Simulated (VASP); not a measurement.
Set up this calculation in VASP 6.6.1, as the native input.

| Item | Value |
| --- | --- |
| Task | single point |
| Functional | PBEsol |
| Potentials or basis | VASP PAW PBE potentials, release 64 (K_sv) |
| Cutoff | 520 eV |
| k mesh | 10 × 10 × 10 |
| Occupations | gaussian, width 0.05 eV |
| Spin | no spin polarisation |
| Dipole correction | no |
| Further INCAR settings | ALGO = Fast; EDIFF = 1e-07; NBANDS = 10 |

The structure of K lies in POSCAR:

```
K
1.0
   -2.6115086741      2.6115086741      2.6115086741
    2.6115086741     -2.6115086741      2.6115086741
    2.6115086741      2.6115086741     -2.6115086741
K
1
Direct
    0.0000000000      0.0000000000      0.0000000000
```

These files were run (other wordings do the same):

INCAR

```
SYSTEM = K
  ALGO = Fast
  EDIFF = 1E-7
  ENCUT = 520
  GGA = PS
  ISIF = 2
  ISMEAR = 0
  LASPH = .TRUE.
  LCHARG = .FALSE.
  LREAL = .FALSE.
  LWAVE = .FALSE.
  NBANDS = 10
  NELM = 100
  PREC = Accurate
  SIGMA = 0.05
```

KPOINTS

```
k-points
0
G
  10 10 10
  0 0 0
```

Potentials or basis: VASP PAW PBE potentials, release 64 (K_sv).

Launch:

```sh
$ cat potpaw_PBE.64/K_sv/POTCAR > POTCAR
$ mpirun -np 1 vasp_std > vasp.out
```

Results of the run:

```
Pressure : 0.0 GPa
```

Caveat: the PAW data sets were made with another functional, which shifts forces and pressure a little.

Wall time 72 s on 1 thread of Intel Xeon 8259CL, on a shared host, peak memory 0.21 GiB.
